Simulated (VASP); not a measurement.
# Te (R-3m) in VASP: settings compared

Aim: see how the results for Te move with the level of theory and the settings. Levels: BLYP+D3(BJ), LDA, PBEsol. Tasks: relaxation of cell and atoms.

Everything below comes from runs of VASP 6.6.1. Logs are shortened: lines on timing, memory, paths and dates and some standing lists are left out, and cuts for length are marked.

## (1) The cell of the first run

Symmetry: R-3m, No. 166, trigonal system. The conventional cell has a = 4.612 Å, b = 4.612 Å, c = 5.073 Å, α = 90.00°, β = 90.00°, γ = 120.00°. Within 4.2 Å of Te (site symmetry -3m) lie 6 Te at 3.15 Å.

## (2) Relaxation of cell and atoms, BLYP+D3(BJ)

The input, INCAR:

```
SYSTEM = Te
AGGAC    = 1.0          
AGGAX    = 1.0          
ALDAC    = 0.0          
ALDAX    = 1.0          
ALGO     = Normal         ! electronic algorithm
EDIFF    = 1E-6           ! SCF threshold, eV
EDIFFG   = -0.02          ! ionic threshold
ENCUT    = 600            ! plane-wave cutoff, eV
GGA      = B5             ! functional
IBRION   = 2              ! ionic algorithm
ISIF     = 3              ! what is computed and relaxed
ISMEAR   = -1             ! smearing method
IVDW     = 12             ! dispersion correction
LASPH    = .TRUE.         ! aspherical terms in the spheres
LCHARG   = .FALSE.        ! write CHGCAR
LREAL    = .FALSE.        ! projectors in reciprocal space
LWAVE    = .FALSE.        ! write WAVECAR
NELM     = 60             ! most SCF steps
NSW      = 80             ! ionic steps
PREC     = Accurate       ! precision mode
SIGMA    = 0.05           ! smearing width, eV
VDW_A1   = 0.4298       
VDW_A2   = 4.2359       
VDW_S6   = 1.0          
VDW_S8   = 2.6996
```

The input, KPOINTS:

```
k-points
0
G
  9 9 9
  0 0 0
```

The input, POSCAR:

```
Te
1.0
    2.3059043400      1.3313144900      1.6909537000
   -2.3059043400      1.3313144900      1.6909537000
    0.0000000000     -2.6626289900      1.6909537000
Te
1
Direct
    0.5000000026      0.5000000026      0.5000000007
```

Potentials or basis: VASP PAW PBE potentials, release 64 (Te).

On the command line:

```
cat potpaw_PBE.64/Te/POTCAR > POTCAR
mpirun -np 1 vasp_std > vasp.out
```

OUTCAR:

```text
SYSTEM = Te
   EDIFF = 1E-6
   EDIFFG = -0.02
   ENCUT = 600
   GGA = B5
   IBRION = 2
   ISIF = 3
   ISMEAR = -1
   IVDW = 12
   LASPH = .TRUE.
   LREAL = .FALSE.
   NELM = 60
   NSW = 80
   PREC = Accurate
 IVDW          = 12

 ion  position               nearest neighbor table
   1  0.500  0.500  0.500-

  LATTYP: Found a trigonal (rhomboedric) cell.
 ALAT       =     3.1541904686
 COS(alpha) =    -0.0688991679

  Lattice vectors:

 A1 = (   2.3059043400,   1.3313144900,   1.6909537000)
 A2 = (  -2.3059043400,   1.3313144900,   1.6909537000)
 A3 = (   0.0000000000,  -2.6626289900,   1.6909537000)

Analysis of symmetry for initial positions (statically):
=====================================================================
 Subroutine PRICEL returns:
 Original cell was already a primitive cell.

 Routine SETGRP: Setting up the symmetry group for a
 trigonal (rhombohedral) supercell.

 Subroutine GETGRP returns: Found 12 space group operations
 (whereof 12 operations were pure point group operations)
 out of a pool of 12 trial point group operations.

The static configuration has the point symmetry D_3d.

Analysis of symmetry for dynamics (positions and initial velocities):
=====================================================================
 Subroutine PRICEL returns:
 Original cell was already a primitive cell.

 Routine SETGRP: Setting up the symmetry group for a
 trigonal (rhombohedral) supercell.

 Subroutine GETGRP returns: Found 12 space group operations
 (whereof 12 operations were pure point group operations)
 out of a pool of 12 trial point group operations.

The dynamic configuration has the point symmetry D_3d.

 Subroutine INISYM returns: Found 12 space group operations
 (whereof 12 operations are pure point group operations),
 and found     1 'primitive' translations

----------------------------------------------------------------------------------------

                                     Primitive cell

  volume of cell :      31.1462

  direct lattice vectors                    reciprocal lattice vectors
     2.305904340  1.331314490  1.690953700     0.216834667  0.125189553  0.197127416
    -2.305904340  1.331314490  1.690953700    -0.216834667  0.125189553  0.197127416
     0.000000000 -2.662628990  1.690953700     0.000000000 -0.250379107  0.197127415

  length of vectors
     3.154190469  3.154190469  3.154190475     0.318667405  0.318667405  0.318667405

  position of ions in fractional coordinates (direct lattice)
     0.500000003  0.500000003  0.500000001

  ion indices of the primitive-cell ions
   primitive index   ion index
                 1           1

----------------------------------------------------------------------------------------

 KPOINTS: k-points

Automatic generation of k-mesh.
 Grid dimensions read from file:
 generate k-points for:    9    9    9

 Generating k-lattice:

  Cartesian coordinates                     Fractional coordinates (reciprocal lattice)
     0.024092741  0.013909950  0.021903046     0.111111111 -0.000000000  0.000000000
    -0.024092741  0.013909950  0.021903046    -0.000000000  0.111111111  0.000000000
     0.000000000 -0.027819901  0.021903046     0.000000000  0.000000000  0.111111111

  Length of vectors
     0.035407489  0.035407489  0.035407489

  Shift w.r.t. Gamma in fractional coordinates (k-lattice)
     0.000000000  0.000000000  0.000000000

 Subroutine IBZKPT returns following result:
 ===========================================

 Found     85 irreducible k-points:

 Following reciprocal coordinates:
            Coordinates               Weight
  0.000000  0.000000  0.000000      1.000000
  0.111111  0.000000 -0.000000      6.000000
  0.222222  0.000000 -0.000000      6.000000
  0.333333  0.000000  0.000000      6.000000
  0.444444  0.000000 -0.000000      6.000000
  0.111111  0.111111  0.000000      6.000000
[... 16 lines left out ...]
 -0.333333  0.333333  0.000000      6.000000
  0.444444  0.444444 -0.000000      6.000000
 [... further k-points ...]
   k-points           NKPTS =     85   k-points in BZ     NKDIM =     85   number of bands    NBANDS=      7
   number of dos      NEDOS =    301   number of ions     NIONS =      1
   total plane-waves  NPLWV =  21952
   dimension x,y,z NGX =    28 NGY =   28 NGZ =   28
   dimension x,y,z NGXF=    56 NGYF=   56 NGZF=   56
   ions per type =               1
   NGX,Y,Z   is equivalent  to a cutoff of  14.76, 14.76, 14.76 a.u.
   NGXF,Y,Z  is equivalent  to a cutoff of  29.52, 29.52, 29.52 a.u.
 SYSTEM =  Te
   PREC   = accura    normal or accurate (medium, high low for compatibility)
   ISTART =      0    job   : 0-new  1-cont  2-samecut
   ICHARG =      2    charge: 1-file 2-atom 10-const
   ISPIN  =      1    spin polarized calculation?
   LNONCOLLINEAR =      F non collinear calculations
   LSORBIT =      F    spin-orbit coupling
   LASPH  =      T    aspherical Exc in radial PAW
   ENCUT  =  600.0 eV  44.10 Ry    6.64 a.u.   6.30  6.30  6.30*2*pi/ulx,y,z
   NELM   =     60;   NELMIN=  2; NELMDL= -5     # of ELM steps
   EDIFF  = 0.1E-05   stopping-criterion for ELM
   LREAL  =      F    real-space projection
   EDIFFG = -.2E-01   stopping-criterion for IOM
   NSW    =     80    number of steps for IOM
   IBRION =      2    ionic relax: 0-MD 1-quasi-New 2-CG
   NFREE  =      1    steps in history (QN), initial steepest desc. (CG)
   ISIF   =      3    stress and relaxation
   ISYM   =      2    0-nonsym 1-usesym 2-fastsym
   POTIM  = 0.5000    time-step for ionic-motion
   TEBEG  =    0.0;   TEEND  =   0.0 temperature during run
   PSTRESS=    0.0 pullay stress
   NELECT =       6.0000    total number of electrons
   NUPDOWN=      -1.0000    fix difference up-down
   EMIN   =  10.00;   EMAX   =-10.00  energy-range for DOS
   EFERMI =   0.00;   METHOD = LEGACY
   ISMEAR =    -1;   SIGMA  =   0.05  broadening in eV -4-tet -1-fermi 0-gaus
   EFERMI_NEDOS =   21; number of points for ismear=-14 and -15
   IALGO  =     38    algorithm
   IMIX   =      4    mixing-type and parameters
     AMIX     =   0.40;   BMIX     =  1.00
     AMIX_MAG =   1.60;   BMIX_MAG =  1.00
  volume/ion in A,a.u.               =      31.15       210.18
  Fermi-wavevector in a.u.,A,eV,Ry     =   0.945490  1.786717 12.162947  0.893951
  Thomas-Fermi vector in A             =   2.073397
   LORBIT       =      0    0 simple, 1 ext, 2 COOP (PROOUT), +10 PAW based schemes
   GGA     = B5    functional components
   LHFCALC =     F    Hartree Fock is set to
   AEXX    =    0.0000 exact exchange contribution
   IVDW    =    12    specifies the selected vdW correction
   LEPSILON=     F    determine dielectric tensor
   LRPA    =     F    only Hartree local field effects (RPA)
 conjugate gradient relaxation of ions
 non-spin polarized calculation
  energy-cutoff  :      600.00
  volume of cell :       31.15
 maximum number of plane-waves:      1069
 NGX is ok and might be reduce to    28
   NGX = 13   NGY = 13   NGZ = 13

--------------------------------------- Ionic step        1  -------------------------------------------

 number of electron       5.9999999 magnetization

 Free energy of the ion-electron system (eV)
  ---------------------------------------------------
  ext. energy  EPLUGINS =         0.00000000
  ---------------------------------------------------
  free energy    TOTEN  =        -2.38278995 eV

  energy without entropy =       -2.37746110  energy(sigma->0) =       -2.38012552

------------------------ aborting loop because EDIFF is reached ----------------------------------------

 Edisp (eV)   -1.09987

 E8    (eV) :    -0.8280

  FORCE on cell =-STRESS in cart. coord.  units (eV):
  Direction    XX          YY          ZZ          XY          YZ          ZX
  --------------------------------------------------------------------------------------
  -------------------------------------------------------------------------------------
  Total       0.25662     0.25662     0.28412    -0.00000    -0.00000     0.00000
  in kB      13.20092    13.20092    14.61548    -0.00000    -0.00000     0.00000
  external pressure =       13.67 kB  Pullay stress =        0.00 kB
[... 94 lines left out ...]
  FREE ENERGIE OF THE ION-ELECTRON SYSTEM (eV)
  ---------------------------------------------------
  free  energy   TOTEN  =        -3.4858413462 eV

  energy  without entropy=       -3.4806004779  energy(sigma->0) =       -3.48322091

[... ionic steps 4 to 8 ...]

--------------------------------------- Ionic step        9  -------------------------------------------

 number of electron       6.0000000 magnetization

------------------------ aborting loop because EDIFF is reached ----------------------------------------

 Edisp (eV)   -1.06363

 E8    (eV) :    -0.8005
[... 67 lines left out ...]
  energy  without entropy=       -3.4824652112  energy(sigma->0) =       -3.48494906

--------------------------------------- Ionic step       11  -------------------------------------------

 number of electron       6.0000000 magnetization

 Free energy of the ion-electron system (eV)
  ---------------------------------------------------
  ext. energy  EPLUGINS =         0.00000000
  ---------------------------------------------------
  free energy    TOTEN  =        -2.42199271 eV

  energy without entropy =       -2.41704609  energy(sigma->0) =       -2.41951940

 E-fermi :   7.1638     XC(G=0):  -8.7227

 val. band max:        7.1372717861   @ k =  -0.3333   0.4444   0.2222
 cond. band min:       7.1691035900   @ k =  -0.1111   0.1111   0.1111
 fundamental gap:      0.0318318039
 Fermi energy:         7.1637944986

 k-point     1 :       0.0000    0.0000    0.0000
  band No.  band energies     occupation
      1      -6.6001      2.00000
      2       8.1659      0.00000
      3       8.4072      0.00000
      4       8.4072      0.00000
      5      13.3609      0.00000
      6      13.3609      0.00000
      7      14.0897      0.00000
[... 221 lines left out ...]
 k-point    24 :       0.4444    0.4444   -0.0000
  band No.  band energies     occupation
      1      -3.2334      2.00000
      2       2.6238      2.00000
      3       2.9521      2.00000
      4       9.8703      0.00000
      5      10.8764      0.00000
      6      17.6975      0.00000
      7      19.5598      0.00000

 [... further k-points ...]

------------------------ aborting loop because EDIFF is reached ----------------------------------------

 Edisp (eV)   -1.06572

 E8    (eV) :    -0.8021

  FORCE on cell =-STRESS in cart. coord.  units (eV):
  Direction    XX          YY          ZZ          XY          YZ          ZX
  --------------------------------------------------------------------------------------
  -------------------------------------------------------------------------------------
  Total      -0.00140    -0.00140    -0.00064     0.00000     0.00000     0.00000
  in kB      -0.06999    -0.06999    -0.03184     0.00000     0.00000     0.00000
  external pressure =       -0.06 kB  Pullay stress =        0.00 kB
[... 16 lines left out ...]
  FREE ENERGIE OF THE ION-ELECTRON SYSTEM (eV)
  ---------------------------------------------------
  free  energy   TOTEN  =        -3.4877166177 eV

  energy  without entropy=       -3.4827699968  energy(sigma->0) =       -3.48524331

 reached required accuracy - stopping structural energy minimisation
```

It took 2 min on 1 thread of AMD EPYC 7R13 (Zen 3), shared host; peak memory 0.16 GiB.

Results:

```yaml
Free_energy: -3.4877 eV
Relaxed_volume: 32.07 Å³/atom
Relaxed_cell: a = 3.179 Å, b = 3.179 Å, c = 3.179 Å, α = 92.00°, β = 92.00°, γ = 92.00°
Space_group_after_relaxing_to_0.05_Å: R-3m (No. 166)
Energy_gained_by_relaxing: 5.1 meV/atom
Ionic_steps: 11
Pressure_after_relaxing: 0.0 GPa
Band_gap_on_the_k_mesh: zero (band 3 reaches 9.54 eV, above the bottom of band 4 at 4.45 eV)
Dispersion_energy_per_atom: -1.066 eV
```

The path:
```csv
step,energy change (eV),largest force (eV/Å),pressure (GPa),volume (Å³)
1,0.0000,0.0000,1.37,31.15
2,-0.0022,0.0000,-0.73,32.36
3,-0.0032,0.0000,-0.01,31.91
4,-0.0034,0.0000,-0.01,31.93
5,-0.0040,0.0000,-0.03,31.98
6,-0.0049,0.0000,-0.07,32.08
7,-0.0045,0.0000,-0.18,32.24
8,-0.0050,0.0000,-0.12,32.15
9,-0.0050,0.0000,-0.10,32.13
10,-0.0048,0.0000,0.39,31.84
11,-0.0051,0.0000,-0.01,32.07
```

Final structure:
```
CELL_PARAMETERS angstrom
2.28695 1.32037 1.77012
-2.28695 1.32037 1.77012
0.00000 -2.64074 1.77012
ATOMIC_POSITIONS crystal
Te 0.50000 0.50000 0.50000
```

Levels at points of the mesh, in eV from the Fermi level:
```csv
k point,band 1,band 2,band 3,band 4,band 5,band 6,band 7
"(0.00, 0.00, 0.00)",-13.76,1.00,1.24,1.24,6.20,6.20,6.93
```

Caveat: the PAW data sets were made with another functional, which shifts forces and pressure a little; spin-orbit coupling is left out, which moves the levels of the heavy elements; pairwise dispersion overbinds metals, which lowers pressure and volume.

## (3) Relaxation of cell and atoms, LDA

The input, INCAR:

```
SYSTEM = Te
PREC = Accurate
ENCUT = 600
EDIFF = 1E-6
ISMEAR = -1
SIGMA = 0.05
LREAL = .FALSE.
LASPH = .TRUE.
NELM = 60
ALGO = Normal
ISIF = 3
LWAVE = .FALSE.
LCHARG = .FALSE.
GGA = CA
IBRION = 2
NSW = 80
EDIFFG = -0.02
```

The input, KPOINTS:

```
Automatic mesh
0
G
  9 9 9
  0 0 0
```

POSCAR is that of step 2.

Potentials or basis: VASP PAW LDA potentials, release 64 (Te).

On the command line:

```
cat potpaw_LDA.64/Te/POTCAR > POTCAR
mpirun -np 1 vasp_std > vasp.out
```

It took 22 s on 1 thread of AMD EPYC 7R13 (Zen 3), shared host; peak memory 0.13 GiB.

The run converged. Its results:

```yaml
Free_energy: -3.7860 eV
Relaxed_volume: 30.62 Å³/atom
Relaxed_cell: a = 3.136 Å, b = 3.136 Å, c = 3.136 Å, α = 93.88°, β = 93.88°, γ = 93.88°
Space_group_after_relaxing_to_0.05_Å: R-3m (No. 166)
Energy_gained_by_relaxing: 1.8 meV/atom
Ionic_steps: 3
Pressure_after_relaxing: 0.0 GPa
Band_gap_on_the_k_mesh: zero (band 3 reaches 9.63 eV, above the bottom of band 4 at 4.65 eV)
```

Stress tensor (GPa, compression positive):
```
-0.03  0.00  0.00
 0.00 -0.03  0.00
 0.00  0.00  0.07
```

Step by step:
| step | energy change (eV) | largest force (eV/Å) | pressure (GPa) | volume (Å³) |
| --- | --- | --- | --- | --- |
| 1 | 0.0000 | 0.0000 | -1.02 | 31.15 |
| 2 | -0.0009 | 0.0000 | 0.75 | 30.26 |
| 3 | -0.0018 | 0.0000 | 0.00 | 30.62 |

Final structure:
```cif
data_structure
_symmetry_space_group_name_H-M 'P 1'
_symmetry_Int_Tables_number 1
_cell_length_a 3.1359
_cell_length_b 3.1359
_cell_length_c 3.1359
_cell_angle_alpha 93.880
_cell_angle_beta 93.880
_cell_angle_gamma 93.880
_cell_volume 30.62
loop_
_atom_site_label
_atom_site_type_symbol
_atom_site_fract_x
_atom_site_fract_y
_atom_site_fract_z
_atom_site_occupancy
Te1 Te 0.50000 0.50000 0.50000 1
```

Levels at points of the mesh, in eV from the Fermi level:
| k point | band 1 | band 2 | band 3 | band 4 | band 5 | band 6 |
| --- | --- | --- | --- | --- | --- | --- |
| (0.00, 0.00, 0.00) | -14.13 | 0.98 | 1.44 | 1.44 | 6.06 | 6.06 |

Caveat: spin-orbit coupling is left out, which moves the levels of the heavy elements.

[end of part 1 of 2]
